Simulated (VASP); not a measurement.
# AlCu (Cmmm) in VASP: further runs

AlCu is run at these levels: PBEsol; tasks: single point.

Everything below comes from runs of VASP 6.6.1. Logs are shortened: lines on timing, memory, paths and dates and some standing lists are left out, and cuts for length are marked.

**1. The cell of the first run**

The structure is orthorhombic, space group Cmmm (No. 65). Conventional cell: a = 4.112 Å, b = 4.366 Å, c = 2.998 Å, α = 90.00°, β = 90.00°, γ = 90.00°. Al (site symmetry mmm) has 8 Cu at 2.54 to 2.65 Å and 6 Al at 3.00 Å within 3.4 Å. Within 3.4 Å of Cu (site symmetry mmm) lie 8 Al at 2.54 to 2.65 Å and 6 Cu at 3.00 Å.

**2. Single point, PBEsol (strain -0.0600 x Voigt [0, 0, 0, 0, 0, 1])**

Contents of INCAR:

```
SYSTEM = AlCu
PREC     = Accurate       ! precision mode
ENCUT    = 520            ! plane-wave cutoff, eV
EDIFF    = 1E-6           ! SCF threshold, eV
ISMEAR   = 0              ! smearing method
SIGMA    = 0.15           ! smearing width, eV
LREAL    = .False.        ! projectors in reciprocal space
LASPH    = .True.         ! aspherical terms in the spheres
NELM     = 100            ! most SCF steps
ALGO     = Fast           ! electronic algorithm
ISIF     = 2              ! what is computed and relaxed
LWAVE    = .False.        ! write WAVECAR
LCHARG   = .True.         ! write CHGCAR
GGA      = PS             ! functional
LELF     = .True.         ! ELF
LVHAR    = .True.       
NBANDS   = 14             ! bands
```

Contents of KPOINTS:

```
Automatic mesh
0
Gamma
  16 16 16
  0 0 0
```

Contents of POSCAR:

```
AlCu
1.0
    2.9975090000     -0.0899252700      0.0000000000
   -0.0899252700      2.9975090000      0.0000000000
    0.0000000000      0.0000000000      2.9975090000
Al Cu
1 1
Direct
    0.0000000000      0.0000000000      0.0000000000
    0.5000000000      0.5000000000      0.5000000000
```

Potentials or basis: VASP PAW PBE potentials, release 64 (Al, Cu).

Run with:

```sh
> cat potpaw_PBE.64/Al/POTCAR potpaw_PBE.64/Cu/POTCAR > POTCAR
> mpirun -np 1 vasp_std > vasp.out
```

OUTCAR:

```text
SYSTEM = AlCu
   PREC = Accurate
   ENCUT = 520
   EDIFF = 1E-6
   ISMEAR = 0
   LREAL = .False.
   LASPH = .True.
   NELM = 100
   ISIF = 2
   GGA = PS

 ion  position               nearest neighbor table
   1  0.000  0.000  0.000-   2 2.54   2 2.54   2 2.54   2 2.54   2 2.65   2 2.65   2 2.65   2 2.65

   2  0.500  0.500  0.500-   1 2.54   1 2.54   1 2.54   1 2.54   1 2.65   1 2.65   1 2.65   1 2.65

  LATTYP: Found a base centered orthorhombic cell.
 ALAT       =     4.1119443447
 B/A-ratio  =     1.0618556701
 C/A-ratio  =     0.7289760631

  Lattice vectors:

 A1 = (   2.9975090000,  -0.0899252700,   0.0000000000)
 A2 = (  -0.0899252700,   2.9975090000,   0.0000000000)
 A3 = (   0.0000000000,   0.0000000000,   2.9975090000)

Analysis of symmetry for initial positions (statically):
=====================================================================
 Subroutine PRICEL returns:
 Original cell was already a primitive cell.

 Routine SETGRP: Setting up the symmetry group for a
 base centered orthorhombic supercell.

 Subroutine GETGRP returns: Found  8 space group operations
 (whereof  8 operations were pure point group operations)
 out of a pool of  8 trial point group operations.

The static configuration has the point symmetry D_2h.

Analysis of symmetry for dynamics (positions and initial velocities):
=====================================================================
 Subroutine PRICEL returns:
 Original cell was already a primitive cell.

 Routine SETGRP: Setting up the symmetry group for a
 base centered orthorhombic supercell.

 Subroutine GETGRP returns: Found  8 space group operations
 (whereof  8 operations were pure point group operations)
 out of a pool of  8 trial point group operations.

The dynamic configuration has the point symmetry D_2h.

 Subroutine INISYM returns: Found  8 space group operations
 (whereof  8 operations are pure point group operations),
 and found     1 'primitive' translations

----------------------------------------------------------------------------------------

                                     Primitive cell

  volume of cell :      26.9086

  direct lattice vectors                    reciprocal lattice vectors
     2.997509000 -0.089925270  0.000000000     0.333910861  0.010017326  0.000000000
    -0.089925270  2.997509000  0.000000000     0.010017326  0.333910861  0.000000000
     0.000000000  0.000000000  2.997509000     0.000000000  0.000000000  0.333610341

  length of vectors
     2.998857576  2.998857576  2.997509000     0.334061087  0.334061087  0.333610341

  position of ions in fractional coordinates (direct lattice)
     0.000000000  0.000000000  0.000000000
     0.500000000  0.500000000  0.500000000

  ion indices of the primitive-cell ions
   primitive index   ion index
                 1           1
                 2           2

----------------------------------------------------------------------------------------

 KPOINTS: Automatic mesh

Automatic generation of k-mesh.
 Grid dimensions read from file:
 generate k-points for:   16   16   16

 Generating k-lattice:

  Cartesian coordinates                     Fractional coordinates (reciprocal lattice)
     0.020869429  0.000626083  0.000000000     0.062500000  0.000000000  0.000000000
     0.000626083  0.020869429  0.000000000     0.000000000  0.062500000  0.000000000
     0.000000000  0.000000000  0.020850646     0.000000000  0.000000000  0.062500000

  Length of vectors
     0.020878818  0.020878818  0.020850646

  Shift w.r.t. Gamma in fractional coordinates (k-lattice)
     0.000000000  0.000000000  0.000000000

 Subroutine IBZKPT returns following result:
 ===========================================

 Found    657 irreducible k-points:

 Following reciprocal coordinates:
            Coordinates               Weight
  0.000000  0.000000  0.000000      1.000000
  0.062500  0.000000  0.000000      4.000000
  0.125000  0.000000  0.000000      4.000000
  0.187500 -0.000000  0.000000      4.000000
  0.250000  0.000000  0.000000      4.000000
  0.312500  0.000000  0.000000      4.000000
[... 16 lines left out ...]
 -0.125000  0.062500  0.000000      4.000000
 -0.062500  0.062500  0.000000      2.000000
 [... further k-points ...]
   k-points           NKPTS =    657   k-points in BZ     NKDIM =    657   number of bands    NBANDS=     14
   number of dos      NEDOS =    301   number of ions     NIONS =      2
   total plane-waves  NPLWV =  13824
   dimension x,y,z NGX =    24 NGY =   24 NGZ =   24
   dimension x,y,z NGXF=    48 NGYF=   48 NGZF=   48
   ions per type =               1   1
   NGX,Y,Z   is equivalent  to a cutoff of  13.30, 13.30, 13.31 a.u.
   NGXF,Y,Z  is equivalent  to a cutoff of  26.61, 26.61, 26.62 a.u.
 SYSTEM =  AlCu
   PREC   = accura    normal or accurate (medium, high low for compatibility)
   ISTART =      0    job   : 0-new  1-cont  2-samecut
   ICHARG =      2    charge: 1-file 2-atom 10-const
   ISPIN  =      1    spin polarized calculation?
   LNONCOLLINEAR =      F non collinear calculations
   LSORBIT =      F    spin-orbit coupling
   LASPH  =      T    aspherical Exc in radial PAW
   ENCUT  =  520.0 eV  38.22 Ry    6.18 a.u.   5.58  5.58  5.57*2*pi/ulx,y,z
   NELM   =    100;   NELMIN=  2; NELMDL= -5     # of ELM steps
   EDIFF  = 0.1E-05   stopping-criterion for ELM
   LREAL  =      F    real-space projection
   EDIFFG = 0.1E-04   stopping-criterion for IOM
   NSW    =      0    number of steps for IOM
   IBRION =     -1    ionic relax: 0-MD 1-quasi-New 2-CG
   NFREE  =      0    steps in history (QN), initial steepest desc. (CG)
   ISIF   =      2    stress and relaxation
   ISYM   =      2    0-nonsym 1-usesym 2-fastsym
   POTIM  = 0.5000    time-step for ionic-motion
   TEBEG  =    0.0;   TEEND  =   0.0 temperature during run
   PSTRESS=    0.0 pullay stress
   NELECT =      14.0000    total number of electrons
   NUPDOWN=      -1.0000    fix difference up-down
   EMIN   =  10.00;   EMAX   =-10.00  energy-range for DOS
   EFERMI =   0.00;   METHOD = LEGACY
   ISMEAR =     0;   SIGMA  =   0.15  broadening in eV -4-tet -1-fermi 0-gaus
   EFERMI_NEDOS =   21; number of points for ismear=-14 and -15
   IALGO  =     68    algorithm
   IMIX   =      4    mixing-type and parameters
     AMIX     =   0.40;   BMIX     =  1.00
     AMIX_MAG =   1.60;   BMIX_MAG =  1.00
  volume/ion in A,a.u.               =      13.45        90.79
  Fermi-wavevector in a.u.,A,eV,Ry     =   1.316702  2.488205 23.588462  1.733703
  Thomas-Fermi vector in A             =   2.446795
   LORBIT       =      0    0 simple, 1 ext, 2 COOP (PROOUT), +10 PAW based schemes
   GGA     = PS    functional components
   LHFCALC =     F    Hartree Fock is set to
   AEXX    =    0.0000 exact exchange contribution
   IVDW    =     0    specifies the selected vdW correction
   LEPSILON=     F    determine dielectric tensor
   LRPA    =     F    only Hartree local field effects (RPA)
 non-spin polarized calculation
 RMM-DIIS sequential band-by-band and
 Gauss-broadening in eV      SIGMA  =   0.15
  energy-cutoff  :      520.00
  volume of cell :       26.91
 maximum number of plane-waves:       748
   NGX = 11   NGY = 11   NGZ = 11

 number of electron      14.0000015 magnetization

 Free energy of the ion-electron system (eV)
  ---------------------------------------------------
  ext. energy  EPLUGINS =         0.00000000
  ---------------------------------------------------
  free energy    TOTEN  =        -8.69264046 eV

  energy without entropy =       -8.68635245  energy(sigma->0) =       -8.68949645

 E-fermi :   8.9356     XC(G=0): -11.6117

 val. band max:        8.9285750027   @ k =   0.4375   0.2500   0.5000
 cond. band min:       8.9413249168   @ k =   0.5000   0.1250   0.5000
 fundamental gap:      0.0127499141
 Fermi energy:         8.9355650601

 k-point     1 :       0.0000    0.0000    0.0000
  band No.  band energies     occupation
      1      -2.5119      2.00000
      2       4.0745      2.00000
      3       4.0906      2.00000
      4       5.0246      2.00000
      5       5.0858      2.00000
      6       5.1462      2.00000
      7      12.6044      0.00000
      8      12.7924      0.00000
      9      13.0731      0.00000
     10      15.2975      0.00000
     11      15.3234      0.00000
     12      18.9918      0.00000
     13      27.1129      0.00000
     14      27.3254      0.00000

 k-point     2 :       0.0625    0.0000    0.0000
  band No.  band energies     occupation
      1      -2.4457      2.00000
      2       4.0821      2.00000
      3       4.0959      2.00000
      4       5.0156      2.00000
      5       5.0679      2.00000
      6       5.1387      2.00000
      7      11.9721      0.00000
      8      12.8725      0.00000
      9      12.9567      0.00000
     10      15.3293      0.00000
     11      16.0158      0.00000
     12      19.2770      0.00000
     13      25.8193      0.00000
     14      26.4586      0.00000

 k-point     3 :       0.1250    0.0000    0.0000
  band No.  band energies     occupation
      1      -2.2475      2.00000
      2       4.0903      2.00000
      3       4.1180      2.00000
      4       4.9826      2.00000
      5       5.0182      2.00000
      6       5.1260      2.00000
      7      10.5826      0.00000
      8      13.1093      0.00000
      9      13.1463      0.00000
     10      15.4060      0.00000
     11      16.9689      0.00000
     12      20.2264      0.00000
     13      24.3496      0.00000
     14      24.9915      0.00000
[... 324 lines left out ...]
 k-point    23 :      -0.1250    0.0625    0.0000
  band No.  band energies     occupation
      1      -2.1982      2.00000
      2       4.1027      2.00000
      3       4.1301      2.00000
      4       4.9879      2.00000
      5       4.9907      2.00000
      6       5.1074      2.00000
      7      10.6897      0.00000
      8      12.5641      0.00000
      9      13.1669      0.00000
     10      15.7994      0.00000
     11      17.1881      0.00000
     12      20.2901      0.00000
     13      22.9071      0.00000
     14      25.1275      0.00000

 k-point    24 :      -0.0625    0.0625    0.0000
  band No.  band energies     occupation
      1      -2.3879      2.00000
      2       4.0891      2.00000
      3       4.1069      2.00000
      4       5.0134      2.00000
      5       5.0453      2.00000
      6       5.1260      2.00000
      7      11.8487      0.00000
      8      12.5189      0.00000
      9      12.9415      0.00000
     10      15.6650      0.00000
     11      16.2777      0.00000
     12      19.4743      0.00000
     13      24.3831      0.00000
     14      26.5830      0.00000

 [... further k-points ...]
[... 5 lines left out ...]
  --------------------------------------------------------------------------------------
  -------------------------------------------------------------------------------------
  Total       -0.5984709     -0.5984709     -0.7924602      0.4336676      0.0000000      0.0000000
  in kB      -35.6338860    -35.6338860    -47.1843058     25.8212399      0.0000000      0.0000000
  external PRESSURE =     -39.4840259 kB  Pullay stress =       0.0000000 kB

 VOLUME and BASIS-vectors are now :
 -----------------------------------------------------------------------------
  energy-cutoff  :      520.00
  volume of cell :       26.91
      direct lattice vectors                 reciprocal lattice vectors
     2.997509000 -0.089925270  0.000000000     0.333910861  0.010017326  0.000000000
    -0.089925270  2.997509000  0.000000000     0.010017326  0.333910861  0.000000000
     0.000000000  0.000000000  2.997509000     0.000000000  0.000000000  0.333610341

 POSITION                                       TOTAL-FORCE (eV/Angst)
 -----------------------------------------------------------------------------------
      0.00000      0.00000      0.00000         0.000000      0.000000      0.000000
      1.45379      1.45379      1.49875        -0.000000      0.000000      0.000000
 -----------------------------------------------------------------------------------
    total drift:                                0.000000      0.000000     -0.000000

  FREE ENERGIE OF THE ION-ELECTRON SYSTEM (eV)
  ---------------------------------------------------
  free  energy   TOTEN  =        -8.6926404586 eV

  energy  without entropy=       -8.6863524496  energy(sigma->0) =       -8.68949645
```

It took 72 s on 1 thread of Intel Xeon 6975P-C (Granite Rapids), shared host; peak memory 0.35 GiB.

Results:

- Free energy: -8.6926 eV
- Pressure: -3.9 GPa
- Band gap on the k mesh: zero (band 7 reaches 12.60 eV, above the bottom of band 8 at 7.92 eV)

Stress tensor (GPa, compression positive):
```
-3.56  2.58  0.00
 2.58 -3.56  0.00
 0.00  0.00 -4.72
```

Caveat: the cell differs from its parent crystal (strain -0.0600 x Voigt [0, 0, 0, 0, 0, 1]); the PAW data sets were made with another functional, which shifts forces and pressure a little.

**3. Single point, PBEsol (strain +0.0450 x Voigt [0, 0, 0, 0, 0, 1])**

Contents of INCAR:

```
SYSTEM = AlCu
PREC = Accurate
ENCUT = 520
EDIFF = 1E-6
ISMEAR = 0
SIGMA = 0.15
LREAL = .False.
LASPH = .True.
NELM = 100
ALGO = Fast
ISIF = 2
LWAVE = .False.
LCHARG = .True.
GGA = PS
LELF = .True.
LVHAR = .True.
NBANDS = 14
```

KPOINTS is that of step 2.

Contents of POSCAR:

```
AlCu
1.0
    2.9975090000      0.0674439525      0.0000000000
    0.0674439525      2.9975090000      0.0000000000
    0.0000000000      0.0000000000      2.9975090000
Al Cu
1 1
Direct
    0.0000000000      0.0000000000      0.0000000000
    0.5000000000      0.5000000000      0.5000000000
```

Potentials or basis: VASP PAW PBE potentials, release 64 (Al, Cu).

Run with:

```sh
> cat potpaw_PBE.64/Al/POTCAR potpaw_PBE.64/Cu/POTCAR > POTCAR
> mpirun -np 1 vasp_std > vasp.out
```

OUTCAR:

```text
SYSTEM = AlCu
   PREC = Accurate
   ENCUT = 520
   EDIFF = 1E-6
   ISMEAR = 0
   LREAL = .False.
   LASPH = .True.
   NELM = 100
   ISIF = 2
   GGA = PS

 ion  position               nearest neighbor table
   1  0.000  0.000  0.000-   2 2.56   2 2.56   2 2.56   2 2.56   2 2.64   2 2.64   2 2.64   2 2.64

   2  0.500  0.500  0.500-   1 2.56   1 2.56   1 2.56   1 2.56   1 2.64   1 2.64   1 2.64   1 2.64

  LATTYP: Found a base centered orthorhombic cell.
 ALAT       =     4.1437377288
 B/A-ratio  =     1.0460358056
 C/A-ratio  =     0.7233828964

  Lattice vectors:

[... 589 lines left out ...]
     11      16.4983      0.00000
     12      19.5427      0.00000
     13      26.1439      0.00000
     14      26.2909      0.00000

 [... further k-points ...]
[... 5 lines left out ...]
  --------------------------------------------------------------------------------------
  -------------------------------------------------------------------------------------
  Total       -0.6679899     -0.6679899     -0.7737658     -0.2879145      0.0000000      0.0000000
  in kB      -39.7574863    -39.7574863    -46.0530655    -17.1361197      0.0000000      0.0000000
  external PRESSURE =     -41.8560127 kB  Pullay stress =       0.0000000 kB

 VOLUME and BASIS-vectors are now :
 -----------------------------------------------------------------------------
  energy-cutoff  :      520.00
  volume of cell :       26.92
      direct lattice vectors                 reciprocal lattice vectors
     2.997509000  0.067443953  0.000000000     0.333779317 -0.007510035  0.000000000
     0.067443953  2.997509000  0.000000000    -0.007510035  0.333779317  0.000000000
     0.000000000  0.000000000  2.997509000     0.000000000  0.000000000  0.333610341

 POSITION                                       TOTAL-FORCE (eV/Angst)
 -----------------------------------------------------------------------------------
      0.00000      0.00000      0.00000         0.000000      0.000000      0.000000
      1.53248      1.53248      1.49875        -0.000000      0.000000      0.000000
 -----------------------------------------------------------------------------------
    total drift:                                0.000000      0.000000     -0.000000

  FREE ENERGIE OF THE ION-ELECTRON SYSTEM (eV)
  ---------------------------------------------------
  free  energy   TOTEN  =        -8.6977927850 eV

  energy  without entropy=       -8.6913845620  energy(sigma->0) =       -8.69458867
```

Run time: 73 s. Hardware: 1 thread of Intel Xeon 6975P-C (Granite Rapids), shared host; peak memory 0.35 GiB.

Results:

- Free energy: -8.6978 eV
- Pressure: -4.2 GPa
- Band gap on the k mesh: zero (band 7 reaches 12.64 eV, above the bottom of band 8 at 7.99 eV)

Stress tensor (GPa, compression positive):
```
-3.98 -1.71  0.00
-1.71 -3.98  0.00
 0.00  0.00 -4.61
```

Caveat: the cell differs from its parent crystal (strain +0.0450 x Voigt [0, 0, 0, 0, 0, 1]); the PAW data sets were made with another functional, which shifts forces and pressure a little.

**4. Single point, PBEsol (strain +0.0525 x Voigt [0, 0, 0, 0, 0, 1])**

Contents of INCAR:

```
SYSTEM = AlCu
  PREC = Accurate
  ENCUT = 520
  EDIFF = 1E-6
  ISMEAR = 0
  SIGMA = 0.15
  LREAL = .FALSE.
  LASPH = .TRUE.
  NELM = 100
  ALGO = Fast
  ISIF = 2
  LWAVE = .FALSE.
  LCHARG = .FALSE.
  GGA = PS
  NBANDS = 14
```

Contents of KPOINTS:

```
Automatic mesh
0
G
  16 16 16
  0 0 0
```

Contents of POSCAR:

```
AlCu
1.0
    2.9975090000      0.0786846112      0.0000000000
    0.0786846112      2.9975090000      0.0000000000
    0.0000000000      0.0000000000      2.9975090000
Al Cu
1 1
Direct
    0.0000000000      0.0000000000      0.0000000000
    0.5000000000      0.5000000000      0.5000000000
```

Run with:

```sh
> cat potpaw_PBE.64/Al/POTCAR potpaw_PBE.64/Cu/POTCAR > POTCAR
> mpirun -np 1 vasp_std > vasp.out
```

It took 100 s on 1 thread of Intel Xeon 6975P-C (Granite Rapids), shared host; peak memory 0.35 GiB.

It converged, with:

```yaml
Free_energy: -8.6955 eV
Pressure: -4.1 GPa
Band_gap_on_the_k_mesh: zero (band 7 reaches 12.62 eV, above the bottom of band 8 at 7.95 eV)
```

Stress tensor (GPa, compression positive):
```
-3.79 -2.14  0.00
-2.14 -3.79  0.00
 0.00  0.00 -4.65
```

Levels at points of the mesh, in eV from the Fermi level:
```tsv
k point	band 3	band 4	band 5	band 6	band 7	band 8	band 9	band 10	band 11	band 12
(0.00, 0.00, 0.00)	-4.85	-3.91	-3.86	-3.80	3.68	3.85	4.09	6.35	6.37	10.04
(0.50, 0.00, 0.00)	-4.60	-4.29	-4.28	-3.80	-3.11	6.98	8.08	8.28	8.38	8.54
(0.50, 0.50, 0.00)	-4.21	-4.15	-3.99	-3.48	-3.35	-0.99	0.11	10.06	12.59	12.79
(0.00, 0.00, 0.50)	-4.59	-4.36	-4.21	-3.80	-3.12	7.27	7.88	8.33	8.49	8.62
(0.50, 0.00, 0.50)	-4.18	-4.17	-3.68	-3.68	-3.47	-0.82	-0.10	9.93	12.54	12.59
(0.50, 0.50, 0.50)	-5.38	-3.46	-3.46	0.48	0.56	1.10	1.94	2.08	2.11	2.53
```

Caveat: the cell differs from its parent crystal (strain +0.0525 x Voigt [0, 0, 0, 0, 0, 1]); the PAW data sets were made with another functional, which shifts forces and pressure a little.

**5. The runs side by side**

| cell | gap on the mesh (eV) | pressure (GPa) |
| --- | --- | --- |
| a = 2.999, b = 2.999, c = 2.998 Å, angles 90.0, 90.0, 93.4°, 2 atoms | none | -3.9 |
| a = 2.998, b = 2.998, c = 2.998 Å, angles 90.0, 90.0, 87.4°, 2 atoms | none | -4.2 |
| a = 2.999, b = 2.999, c = 2.998 Å, angles 90.0, 90.0, 87.0°, 2 atoms | none | -4.1 |

Alike in all rows: task single point; level PBEsol; potentials or basis VASP PAW PBE potentials, release 64 (Al, Cu); no spin polarisation; k mesh 16 × 16 × 16; cutoff (eV) 520; smearing gaussian 0.15 eV.

Caveats: the PAW data sets were made with another functional, which shifts forces and pressure a little.

Total energies depend on the potentials used, so only differences within one code and one set of settings carry meaning.
